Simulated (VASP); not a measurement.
# CrO2 (R-3m) in VASP: further runs

CrO2 is run at these levels: RPBE, PBE; tasks: single point.

Program: VASP 6.6.1. These are calculated values, not measurements. Logs are shortened: lines on timing, memory, paths and dates and some standing lists are left out, and cuts for length are marked.

### 1 The cell of the first run

It takes space group R-3m (No. 166, trigonal). The conventional cell has a = 2.980 Å, b = 2.980 Å, c = 14.370 Å, α = 90.00°, β = 90.00°, γ = 120.00°. Cr (site symmetry -3m) has 6 O at 1.95 Å within 2.6 Å. Within 2.6 Å of O (site symmetry 3m) lie 3 Cr at 1.95 Å and 3 O at 2.52 Å.

### 2 Single point, RPBE

INCAR reads:

```
  PREC = Accurate
  ENCUT = 520
  EDIFF = 1E-6
  ISMEAR = 1
  SIGMA = 0.13605693122994
  LREAL = F
  LASPH = T
  NELM = 80
  ALGO = Normal
  ISIF = 2
  LWAVE = F
  LCHARG = F
  GGA = RP
  NBANDS = 19
```

KPOINTS reads:

```
Automatic mesh
0
Gamma
  6 6 6
```

POSCAR reads:

```
CrO2
1.0
    1.4899679969      0.8602334241      4.7899538005
   -1.4899679969      0.8602334241      4.7899538005
    0.0000000000     -1.7204668482      4.7899538005
Cr O
1 2
Direct
    0.5000000000      0.5000000000      0.5000000000
    0.7690820000      0.7690820000      0.7690820000
    0.2309180000      0.2309180000      0.2309180000
```

Potentials or basis: VASP PAW PBE potentials, release 64 (Cr_pv, O).

Command:

```console
cat potpaw_PBE.64/Cr_pv/POTCAR potpaw_PBE.64/O/POTCAR > POTCAR
mpirun -np 1 vasp_std > vasp.out
```

OUTCAR:

```text
PREC = Accurate
   ENCUT = 520
   EDIFF = 1E-6
   ISMEAR = 1
   LREAL = F
   LASPH = T
   NELM = 80
   ISIF = 2
   GGA = RP

 ion  position               nearest neighbor table
   1  0.500  0.500  0.500-   3 1.95   3 1.95   2 1.95   2 1.95   3 1.95   2 1.95
   2  0.769  0.769  0.769-   1 1.95   1 1.95   1 1.95
   3  0.231  0.231  0.231-   1 1.95   1 1.95   1 1.95

  LATTYP: Found a trigonal (rhomboedric) cell.
 ALAT       =     5.0895641844
 COS(alpha) =     0.8285953163

  Lattice vectors:

 A1 = (   1.4899679969,   0.8602334241,   4.7899538005)
 A2 = (  -1.4899679969,   0.8602334241,   4.7899538005)
 A3 = (   0.0000000000,  -1.7204668482,   4.7899538005)

Analysis of symmetry for initial positions (statically):
=====================================================================
 Subroutine PRICEL returns:
 Original cell was already a primitive cell.

 Routine SETGRP: Setting up the symmetry group for a
 trigonal (rhombohedral) supercell.

 Subroutine GETGRP returns: Found 12 space group operations
 (whereof 12 operations were pure point group operations)
 out of a pool of 12 trial point group operations.

The static configuration has the point symmetry D_3d.

Analysis of symmetry for dynamics (positions and initial velocities):
=====================================================================
 Subroutine PRICEL returns:
 Original cell was already a primitive cell.

 Routine SETGRP: Setting up the symmetry group for a
 trigonal (rhombohedral) supercell.

 Subroutine GETGRP returns: Found 12 space group operations
 (whereof 12 operations were pure point group operations)
 out of a pool of 12 trial point group operations.

The dynamic configuration has the point symmetry D_3d.

 Subroutine INISYM returns: Found 12 space group operations
 (whereof 12 operations are pure point group operations),
 and found     1 'primitive' translations

----------------------------------------------------------------------------------------

                                     Primitive cell

  volume of cell :      36.8363

  direct lattice vectors                    reciprocal lattice vectors
     1.489967997  0.860233424  4.789953801     0.335577678  0.193745862  0.069590094
    -1.489967997  0.860233424  4.789953801    -0.335577678  0.193745862  0.069590094
     0.000000000 -1.720466848  4.789953801     0.000000000 -0.387491725  0.069590094

  length of vectors
     5.089564184  5.089564184  5.089564184     0.393691018  0.393691018  0.393691018

  position of ions in fractional coordinates (direct lattice)
     0.500000000  0.500000000  0.500000000
     0.769082000  0.769082000  0.769082000
     0.230918000  0.230918000  0.230918000

  ion indices of the primitive-cell ions
   primitive index   ion index
                 1           1
                 2           2
                 3           3

----------------------------------------------------------------------------------------

 KPOINTS: Automatic mesh

Automatic generation of k-mesh.
 Grid dimensions read from file:
 generate k-points for:    6    6    6

 Generating k-lattice:

  Cartesian coordinates                     Fractional coordinates (reciprocal lattice)
     0.055929613  0.032290977  0.011598349     0.166666667 -0.000000000  0.000000000
    -0.055929613  0.032290977  0.011598349    -0.000000000  0.166666667  0.000000000
     0.000000000 -0.064581954  0.011598349     0.000000000  0.000000000  0.166666667

  Length of vectors
     0.065615170  0.065615170  0.065615170

  Shift w.r.t. Gamma in fractional coordinates (k-lattice)
     0.000000000  0.000000000  0.000000000

 Subroutine IBZKPT returns following result:
 ===========================================

 Found     32 irreducible k-points:

 Following reciprocal coordinates:
            Coordinates               Weight
  0.000000  0.000000  0.000000      1.000000
  0.166667  0.000000 -0.000000      6.000000
  0.333333  0.000000 -0.000000      6.000000
  0.500000  0.000000 -0.000000      3.000000
  0.166667  0.166667 -0.000000      6.000000
  0.333333  0.166667 -0.000000     12.000000
[... 16 lines left out ...]
  0.500000  0.500000  0.166667      6.000000
 -0.333333  0.500000  0.166667     12.000000
 [... further k-points ...]
   k-points           NKPTS =     32   k-points in BZ     NKDIM =     32   number of bands    NBANDS=     19
   number of dos      NEDOS =    301   number of ions     NIONS =      3
   total plane-waves  NPLWV =  64000
   dimension x,y,z NGX =    40 NGY =   40 NGZ =   40
   dimension x,y,z NGXF=    80 NGYF=   80 NGZF=   80
   ions per type =               1   2
   NGX,Y,Z   is equivalent  to a cutoff of  13.07, 13.07, 13.07 a.u.
   NGXF,Y,Z  is equivalent  to a cutoff of  26.13, 26.13, 26.13 a.u.
 SYSTEM =  unknown system
   PREC   = accura    normal or accurate (medium, high low for compatibility)
   ISTART =      0    job   : 0-new  1-cont  2-samecut
   ICHARG =      2    charge: 1-file 2-atom 10-const
   ISPIN  =      1    spin polarized calculation?
   LNONCOLLINEAR =      F non collinear calculations
   LSORBIT =      F    spin-orbit coupling
   LASPH  =      T    aspherical Exc in radial PAW
   ENCUT  =  520.0 eV  38.22 Ry    6.18 a.u.   9.46  9.46  9.46*2*pi/ulx,y,z
   NELM   =     80;   NELMIN=  2; NELMDL= -5     # of ELM steps
   EDIFF  = 0.1E-05   stopping-criterion for ELM
   LREAL  =      F    real-space projection
   EDIFFG = 0.1E-04   stopping-criterion for IOM
   NSW    =      0    number of steps for IOM
   IBRION =     -1    ionic relax: 0-MD 1-quasi-New 2-CG
   NFREE  =      0    steps in history (QN), initial steepest desc. (CG)
   ISIF   =      2    stress and relaxation
   ISYM   =      2    0-nonsym 1-usesym 2-fastsym
   POTIM  = 0.5000    time-step for ionic-motion
   TEBEG  =    0.0;   TEEND  =   0.0 temperature during run
   PSTRESS=    0.0 pullay stress
   NELECT =      24.0000    total number of electrons
   NUPDOWN=      -1.0000    fix difference up-down
   EMIN   =  10.00;   EMAX   =-10.00  energy-range for DOS
   EFERMI =   0.00;   METHOD = LEGACY
   ISMEAR =     1;   SIGMA  =   0.14  broadening in eV -4-tet -1-fermi 0-gaus
   EFERMI_NEDOS =   21; number of points for ismear=-14 and -15
   IALGO  =     38    algorithm
   IMIX   =      4    mixing-type and parameters
     AMIX     =   0.40;   BMIX     =  1.00
     AMIX_MAG =   1.60;   BMIX_MAG =  1.00
  volume/ion in A,a.u.               =      12.28        82.86
  Fermi-wavevector in a.u.,A,eV,Ry     =   1.419232  2.681959 27.405108  2.014219
  Thomas-Fermi vector in A             =   2.540274
   LORBIT       =      0    0 simple, 1 ext, 2 COOP (PROOUT), +10 PAW based schemes
   GGA     = RP    functional components
   LHFCALC =     F    Hartree Fock is set to
   AEXX    =    0.0000 exact exchange contribution
   IVDW    =     0    specifies the selected vdW correction
   LEPSILON=     F    determine dielectric tensor
   LRPA    =     F    only Hartree local field effects (RPA)
 non-spin polarized calculation
 Methfessel and Paxton  Order N= 1 SIGMA  =   0.14
  energy-cutoff  :      520.00
  volume of cell :       36.84
 maximum number of plane-waves:      1019
 NGX is ok and might be reduce to    40
   NGX = 19   NGY = 19   NGZ = 19

 number of electron      23.9999995 magnetization

 Free energy of the ion-electron system (eV)
  ---------------------------------------------------
  ext. energy  EPLUGINS =         0.00000000
  ---------------------------------------------------
  free energy    TOTEN  =       -22.62873387 eV

  energy without entropy =      -22.61722919  energy(sigma->0) =      -22.62489898

 E-fermi :   3.2784     XC(G=0):  -9.8188

 val. band max:        3.2672745142   @ k =  -0.1667   0.1667   0.0000
 cond. band min:       3.3072182423   @ k =   0.5000   0.5000   0.1667
 fundamental gap:      0.0399437281
 Fermi energy:         3.2784448509

 k-point     1 :       0.0000    0.0000    0.0000
  band No.  band energies     occupation
      1     -40.9966      2.00000
      2     -40.9966      2.00000
      3     -40.7093      2.00000
      4     -16.5256      2.00000
      5     -14.4792      2.00000
      6      -2.5574      2.00000
[... 11 lines left out ...]
     18       9.5375      0.00000
     19      13.0156      0.00000

 k-point     2 :       0.1667    0.0000   -0.0000
  band No.  band energies     occupation
      1     -41.0441      2.00000
      2     -41.0068      2.00000
      3     -40.7009      2.00000
      4     -16.2303      2.00000
      5     -14.6006      2.00000
      6      -2.5504      2.00000
[... 11 lines left out ...]
     18      10.5591      0.00000
     19      14.0421      0.00000

 k-point     3 :       0.3333    0.0000   -0.0000
  band No.  band energies     occupation
      1     -41.1382      2.00000
      2     -41.0272      2.00000
      3     -40.6840      2.00000
      4     -15.5880      2.00000
      5     -14.8447      2.00000
      6      -2.7356      2.00000
[... 11 lines left out ...]
     18      12.7134      0.00000
     19      15.5304      0.00000

 k-point     4 :       0.5000    0.0000   -0.0000
  band No.  band energies     occupation
      1     -41.1846      2.00000
      2     -41.0374      2.00000
      3     -40.6755      2.00000
      4     -15.2141      2.00000
      5     -14.9877      2.00000
      6      -3.2316      2.00000
[... 11 lines left out ...]
     18      14.3269      0.00000
     19      15.5770      0.00000

 k-point     5 :       0.1667    0.1667   -0.0000
  band No.  band energies     occupation
      1     -41.0441      2.00000
      2     -41.0068      2.00000
      3     -40.7009      2.00000
      4     -16.2244      2.00000
      5     -14.6089      2.00000
      6      -2.5421      2.00000
[... 11 lines left out ...]
     18      10.5750      0.00000
     19      14.0251      0.00000

 k-point     6 :       0.3333    0.1667   -0.0000
  band No.  band energies     occupation
      1     -41.1056      2.00000
      2     -41.0314      2.00000
      3     -40.6883      2.00000
      4     -15.7484      2.00000
      5     -14.7923      2.00000
      6      -2.4908      2.00000
[... 11 lines left out ...]
     18      12.1727      0.00000
     19      15.2657      0.00000

 k-point     7 :       0.5000    0.1667   -0.0000
  band No.  band energies     occupation
      1     -41.1599      2.00000
      2     -41.0625      2.00000
      3     -40.6756      2.00000
      4     -15.2266      2.00000
      5     -14.9744      2.00000
      6      -2.7790      2.00000
[... 11 lines left out ...]
     18      14.1782      0.00000
     19      16.1778      0.00000

 k-point     8 :      -0.3333    0.1667   -0.0000
  band No.  band energies     occupation
      1     -41.1599      2.00000
      2     -41.0625      2.00000
      3     -40.6756      2.00000
      4     -15.2334      2.00000
      5     -14.9683      2.00000
      6      -2.7683      2.00000
[... 256 lines left out ...]
 k-point    20 :       0.5000    0.3333    0.1667
  band No.  band energies     occupation
      1     -41.1056      2.00000
      2     -41.0314      2.00000
      3     -40.6883      2.00000
      4     -15.7223      2.00000
      5     -14.8222      2.00000
      6      -2.6096      2.00000
[... 11 lines left out ...]
     18      12.5255      0.00000
     19      14.7593      0.00000

 k-point    21 :      -0.3333    0.3333    0.1667
  band No.  band energies     occupation
      1     -41.1599      2.00000
      2     -41.0625      2.00000
      3     -40.6756      2.00000
      4     -15.2128      2.00000
      5     -14.9866      2.00000
      6      -2.8536      2.00000
[... 11 lines left out ...]
     18      14.1764      0.00000
     19      15.6522      0.00000

 k-point    22 :      -0.1667    0.3333    0.1667
  band No.  band energies     occupation
      1     -41.1599      2.00000
      2     -41.0625      2.00000
      3     -40.6756      2.00000
      4     -15.2271      2.00000
      5     -14.9735      2.00000
      6      -2.8310      2.00000
[... 11 lines left out ...]
     18      13.9128      0.00000
     19      16.1505      0.00000

 k-point    23 :       0.5000    0.5000    0.1667
  band No.  band energies     occupation
      1     -41.1382      2.00000
      2     -41.0272      2.00000
      3     -40.6841      2.00000
      4     -15.5475      2.00000
      5     -14.8872      2.00000
      6      -2.8856      2.00000
[... 11 lines left out ...]
     18      12.6962      0.00000
     19      15.0307      0.00000

 k-point    24 :      -0.3333    0.5000    0.1667
  band No.  band energies     occupation
      1     -41.1599      2.00000
      2     -41.0625      2.00000
      3     -40.6756      2.00000
      4     -15.2055      2.00000
      5     -14.9929      2.00000
      6      -2.9114      2.00000
[... 11 lines left out ...]
     18      13.9878      0.00000
     19      15.6545      0.00000

 [... further k-points ...]
[... 5 lines left out ...]
  --------------------------------------------------------------------------------------
  -------------------------------------------------------------------------------------
  Total       -2.5517369     -2.5517369     -0.1570845      0.0000000      0.0000000      0.0000000
  in kB     -110.9866238   -110.9866238     -6.8323187      0.0000000      0.0000000      0.0000000
  external PRESSURE =     -76.2685221 kB  Pullay stress =       0.0000000 kB

 VOLUME and BASIS-vectors are now :
 -----------------------------------------------------------------------------
  energy-cutoff  :      520.00
  volume of cell :       36.84
      direct lattice vectors                 reciprocal lattice vectors
     1.489967997  0.860233424  4.789953801     0.335577678  0.193745862  0.069590094
    -1.489967997  0.860233424  4.789953801    -0.335577678  0.193745862  0.069590094
     0.000000000 -1.720466848  4.789953801     0.000000000 -0.387491725  0.069590094

 POSITION                                       TOTAL-FORCE (eV/Angst)
 -----------------------------------------------------------------------------------
      0.00000      0.00000      7.18493        -0.000000      0.000000      0.000000
      0.00000      0.00000     11.05160         0.000000      0.000000      0.290619
      0.00000      0.00000      3.31826         0.000000      0.000000     -0.290619
 -----------------------------------------------------------------------------------
    total drift:                               -0.000000      0.000000      0.000000

  FREE ENERGIE OF THE ION-ELECTRON SYSTEM (eV)
  ---------------------------------------------------
  free  energy   TOTEN  =       -22.6287338735 eV

  energy  without entropy=      -22.6172291903  energy(sigma->0) =      -22.62489898
```

It took 65 s on 1 thread of Intel Xeon Platinum 8259CL at 2.50GHz (Skylake/Cascade Lake), shared host; peak memory 0.23 GiB.

What came out:

- Free energy: -22.6287 eV
- Pressure: -7.6 GPa
- Largest force: 0.291 eV/Å
- Band gap on the k mesh: zero (band 12 reaches 3.40 eV, above the bottom of band 13 at 2.69 eV)

Forces in eV/Å, atoms in the order of the input:
```
Cr   0.000  0.000  0.000
O    0.000  0.000  0.291
O    0.000  0.000 -0.291
```

Caveat: the k points lie up to 0.41 Å⁻¹ apart; the PAW data sets were made with another functional, which shifts forces and pressure a little; the run has no spin polarisation, though such a crystal can be magnetic; semilocal functionals often make such compounds metallic where correlation or magnetic order opens a gap, which also shifts bond lengths.

### 3 Single point, PBE, collinear spin, ferromagnetic start

INCAR reads:

```
PREC = Accurate
ENCUT = 520
EDIFF = 1E-7
ISMEAR = 0
SIGMA = 0.1
LREAL = F
LASPH = T
NELM = 150
ALGO = Normal
ISIF = 2
LWAVE = F
LCHARG = T
ISPIN = 2
MAGMOM = -3 0 0
LORBIT = 11
LMAXMIX = 4
GGA = PE
LELF = T
LVHAR = T
NBANDS = 23
```

KPOINTS is that of step 2.

POSCAR is that of step 2.

Potentials or basis: VASP PAW PBE potentials, release 64 (Cr_pv, O).

Command:

```console
cat potpaw_PBE.64/Cr_pv/POTCAR potpaw_PBE.64/O/POTCAR > POTCAR
mpirun -np 1 vasp_std > vasp.out
```

Run time: 2.9 min. Hardware: 1 thread of Intel Xeon Platinum 8259CL at 2.50GHz (Skylake/Cascade Lake), shared host; peak memory 0.3 GiB.

It converged, with:

| Quantity | Value |
| --- | --- |
| Free energy | -24.6392 eV |
| Pressure | -7.5 GPa |
| Largest force | 0.232 eV/Å |
| Band gap on the k mesh | zero (filled and empty bands overlap) |
| Net moment | -2.00 μB per cell |
| Site moments | Cr -2.14; O +0.09 μB |
| Valence electrons inside the program's atomic spheres | Cr 10.72; O 4.98 |

Forces on the atoms (eV/Å):
```
Cr   0.000  0.000  0.000
O    0.000  0.000  0.232
O    0.000  0.000 -0.232
```

Stress tensor (GPa, compression positive):
```
-10.48   0.00   0.00
  0.00 -10.48   0.00
  0.00   0.00  -1.46
```

Levels at points of the mesh, in eV from the Fermi level:
Spin up:
| k point | band 7 | band 8 | band 9 | band 10 | band 11 | band 12 | band 13 | band 14 | band 15 | band 16 |
| --- | --- | --- | --- | --- | --- | --- | --- | --- | --- | --- |
| (0.00, 0.00, 0.00) | -5.04 | -5.04 | -1.63 | -1.63 | -1.47 | 1.17 | 1.17 | 2.62 | 4.46 | 4.46 |
| (0.50, 0.00, 0.00) | -4.21 | -4.14 | -3.17 | -2.95 | -2.16 | 1.46 | 1.89 | 2.00 | 3.65 | 4.25 |
| (0.50, 0.50, 0.00) | -4.42 | -4.10 | -3.02 | -2.75 | -1.95 | 1.33 | 1.90 | 2.00 | 3.71 | 4.29 |
| (0.50, 0.50, 0.50) | -5.03 | -4.54 | -2.43 | -1.66 | -1.66 | 1.17 | 1.17 | 2.58 | 4.47 | 4.47 |
Spin down:
```csv
k point,band 10,band 11,band 12,band 13,band 14,band 15,band 16,band 17
"(0.00, 0.00, 0.00)",-1.51,-1.29,-1.29,-1.28,0.64,3.52,3.52,4.85
"(0.50, 0.00, 0.00)",-2.90,-2.02,-0.74,-0.71,-0.12,2.57,3.28,4.86
"(0.50, 0.50, 0.00)",-2.96,-1.80,-0.81,-0.71,-0.20,2.69,3.33,4.86
"(0.50, 0.50, 0.50)",-1.54,-1.54,-1.29,-1.29,0.71,3.53,3.53,4.85
```

Caveat: the k points lie up to 0.41 Å⁻¹ apart; a cell with one magnetic atom can't hold antiferromagnetic order, which such compounds often take; semilocal functionals often make such compounds metallic where correlation or magnetic order opens a gap, which also shifts bond lengths.
